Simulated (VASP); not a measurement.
A run of VASP 6.6.1 is set up as follows.

INCAR

```
SYSTEM = SiC
  PREC = Accurate
  ENCUT = 520
  EDIFF = 1E-6
  ISMEAR = 0
  SIGMA = 0.01
  LREAL = .False.
  LASPH = .True.
  NELM = 100
  ALGO = Normal
  ISIF = 2
  LWAVE = .False.
  LCHARG = .False.
  GGA = CA
  NBANDS = 16
```

Contents of KPOINTS:

```
Automatic mesh
0
Gamma
  8 8 4
  0 0 0
```

File POSCAR:

```
SiC
1.0
    3.0410799538      0.0000000000      0.0000000000
   -1.5205399769      2.6336524949      0.0000000000
    0.0000000000      0.0000000000      4.9908338809
Si C
2 2
Direct
    0.3333333333      0.6666666667      0.0045956371
    0.6666666667      0.3333333333      0.5045956371
    0.3333333333      0.6666666667      0.3804043629
    0.6666666667      0.3333333333      0.8804043629
```

Potentials or basis: VASP PAW LDA potentials, release 64 (Si, C).

Launch:

```bash
$ cat potpaw_LDA.64/Si/POTCAR potpaw_LDA.64/C/POTCAR > POTCAR
$ mpirun -np 1 vasp_std > vasp.out
```

Predict the pressure.

4.0 GPa.

What does it give for the band gap on the k mesh?

2.35 eV, indirect (least direct gap 3.94 eV).

Stress tensor (GPa, compression positive):
```
4.01 0.00 0.00
0.00 4.01 0.00
0.00 0.00 3.91
```

A k mesh can miss the band edges. As with any semilocal functional, this LDA gap is likely too small.
